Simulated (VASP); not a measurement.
Input of a VASP 6.6.1 run:

The input INCAR:

```
SYSTEM = Si
PREC = Accurate ; ENCUT = 520
EDIFF = 1E-7 ; ISMEAR = 0
SIGMA = 0.05 ; LREAL = .FALSE.
LASPH = .TRUE. ; NELM = 100
ALGO = Normal ; ISIF = 2
LWAVE = .FALSE. ; LCHARG = .FALSE.
LDIPOL = .TRUE. ; IDIPOL = 3
DIPOL = 0.5 0.5 0.500 ; GGA = PE
NBANDS = 31
```

The input KPOINTS:

```
regular mesh
0
G
  9 9 1
  0 0 0
```

File POSCAR:

```
Si
1.0
    3.8676454514      0.0000000000      0.0000000000
   -1.9338227257      3.3494792137      0.0000000000
    0.0000000000      0.0000000000     28.4211569710
Si
10
Direct
    0.3333333333      0.6666666667      0.2638879201
    0.0000000000      0.0000000000      0.2916658119
    0.0000000000      0.0000000000      0.3749994871
    0.6666666667      0.3333333333      0.4027773789
    0.6666666667      0.3333333333      0.4861110541
    0.3333333333      0.6666666667      0.5138889459
    0.3333333333      0.6666666667      0.5972226211
    0.0000000000      0.0000000000      0.6250005129
    0.0000000000      0.0000000000      0.7083341881
    0.6666666667      0.3333333333      0.7361120799
```

Potentials or basis: VASP PAW PBE potentials, release 64 (Si).

Run with:

```bash
$ cat potpaw_PBE.64/Si/POTCAR > POTCAR
$ mpirun -np 1 vasp_std > vasp.out
```

Predict the largest force.

0.759 eV/Å.

What does it give for the band gap on the k mesh?

Zero (band 20 reaches 1.16 eV, above the bottom of band 21 at 0.89 eV).

Forces in eV/Å, atoms in the order of the input:
```
Si   0.000  0.000  0.720
Si   0.000  0.000 -0.759
Si   0.000  0.000  0.160
Si   0.000  0.000 -0.156
Si   0.000  0.000  0.070
Si   0.000  0.000 -0.070
Si   0.000  0.000  0.156
Si   0.000  0.000 -0.160
Si   0.000  0.000  0.759
Si   0.000  0.000 -0.720
```
